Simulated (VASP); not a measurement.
Wanted: the native input for a VASP 6.6.1 run.

| Quantity | Value |
| --- | --- |
| Task | single point |
| Functional | PBEsol |
| Potentials or basis | VASP PAW PBE potentials, release 64 (Ta_pv, N) |
| Cutoff | 520 eV |
| k mesh | 8 × 8 × 3 |
| Occupations | fermi-dirac, width 0.05 eV |
| Spin | no spin polarisation |
| Dipole correction | no |
| Further INCAR settings | ALGO = Normal; EDIFF = 1e-06; NBANDS = 27 |

The structure of Ta3N lies in POSCAR:

```
Ta3N
1.0
    3.0322239879      0.0000000000      0.0000000000
   -1.5161119940      2.6259830035      0.0000000000
    0.0000000000      0.0000000000      7.6746197400
Ta N
3 1
Direct
    0.6666666667      0.3333333333      0.8292691570
    0.3333333333      0.6666666667      0.1707308430
    0.0000000000      0.0000000000      0.5000000000
    0.0000000000      0.0000000000      0.0000000000
```

One way to write it, as run:

INCAR

```
ALGO = Normal
EDIFF = 1E-6
ENCUT = 520
GGA = PS
ISIF = 2
ISMEAR = -1
LASPH = T
LCHARG = F
LREAL = F
LWAVE = F
NBANDS = 27
NELM = 80
PREC = Accurate
SIGMA = 0.05
```

KPOINTS

```
k-points
0
Gamma
  8 8 3
```

Potentials or basis: VASP PAW PBE potentials, release 64 (Ta_pv, N).

The run is started by

```sh
$ cat potpaw_PBE.64/Ta_pv/POTCAR potpaw_PBE.64/N/POTCAR > POTCAR
$ mpirun -np 1 vasp_std > vasp.out
```

Results of the run:

The pressure is -11.5 GPa and the largest force is 0.045 eV/Å. The band gap on the k mesh is zero (bands 19 and 20 overlap by 0.47 eV).

Caveat: the cell stands under tension; the PAW data sets were made with another functional, which shifts forces and pressure a little; spin-orbit coupling is left out, which moves the levels of the heavy elements.

Run time: 55 s on 1 thread of Intel Xeon 8259CL (shared host), peak memory 0.19 GiB.
